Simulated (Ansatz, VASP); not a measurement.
**Pt in VASP and in Ansatz**

Contents of INCAR:

```
ALGO     = Normal         # electronic algorithm
EDIFF    = 1E-6           # SCF threshold, eV
EDIFFG   = -0.002         # ionic threshold
ENCUT    = 600            # plane-wave cutoff, eV
GGA      = PS             # functional
IBRION   = 2              # ionic algorithm
ISIF     = 3              # what is computed and relaxed
ISMEAR   = 0              # smearing method
LASPH    = True           # aspherical terms in the spheres
LCHARG   = False          # write CHGCAR
LREAL    = False          # projectors in reciprocal space
LWAVE    = False          # write WAVECAR
NELM     = 80             # most SCF steps
NSW      = 100            # ionic steps
PREC     = Accurate       # precision mode
SIGMA    = 0.1            # smearing width, eV
```

The input KPOINTS:

```
k-points
0
Gamma
  18 18 18
```

Contents of POSCAR:

```
Pt
1.0
    0.0000000000      1.9715751800      1.9715751800
    1.9715751800      0.0000000000      1.9715751800
    1.9715751800      1.9715751800      0.0000000000
Pt
1
Direct
    0.0000000000      0.0000000000      0.0000000000
```

Input for Ansatz:

```yaml
crystal:
  lattice:
    - [0.0, 1.97157518, 1.97157518]
    - [1.97157518, 0.0, 1.97157518]
    - [1.97157518, 1.97157518, 0.0]
  atoms:
    - { symbol: Pt, position: [0.0, 0.0, 0.0] }
basis:
  ecutwfc: 420
kpoints:
  mp_grid: { grid: [18, 18, 18] }
hamiltonian:
  xc: pbesol
  pseudopotentials: { kind: paw, azcp: { folder: soft_1 } }
scf:
  occupations: { method: gaussian, width: 0.1 }
output:
  forces: true
  stress: true
  eigenvalues: true
relax:
  adjacent_minimum: "off"
  f_tol: 0.002
  max_steps: 80
  cell: { stress_tol: 0.02 }
```

Alike in both runs: task relaxation of cell and atoms; functional PBEsol; k mesh 18 × 18 × 18; occupations gaussian, width 0.1 eV; no spin polarisation.

|  | VASP | Ansatz |
| --- | --- | --- |
| version | VASP 6.6.1 | Ansatz 0.2.0 |
| potentials or method | VASP PAW PBE potentials, release 64 (Pt), cutoff 600 eV | scalar-relativistic, plane waves, PAW |
| valence electrons in the cell | 10 | 18 |

VASP gave:

| Quantity | Value |
| --- | --- |
| gap on the k mesh at the Fermi level, each at its own relaxed structure (eV) | none |
| relaxed volume (Å³/atom) | 15.02 |
| relaxed cell length with the largest relative difference (Å) | 2.769 |

Problem. Estimate Ansatz's values.

Solution. gap on the k mesh at the Fermi level, each at its own relaxed structure (eV): none; relaxed volume (Å³/atom): 15.03; relaxed cell length with the largest relative difference (Å): 2.770.

VASP's potentials were made for PBE, not for PBEsol, and Ansatz warns of the same on its side. A gap of «none» marks a metal or a gap that the smearing closes. VASP's potentials hold 10 valence electrons a cell and Ansatz's 18, so a difference there can come from the potentials and not from the codes.

Spin-orbit coupling is off throughout.
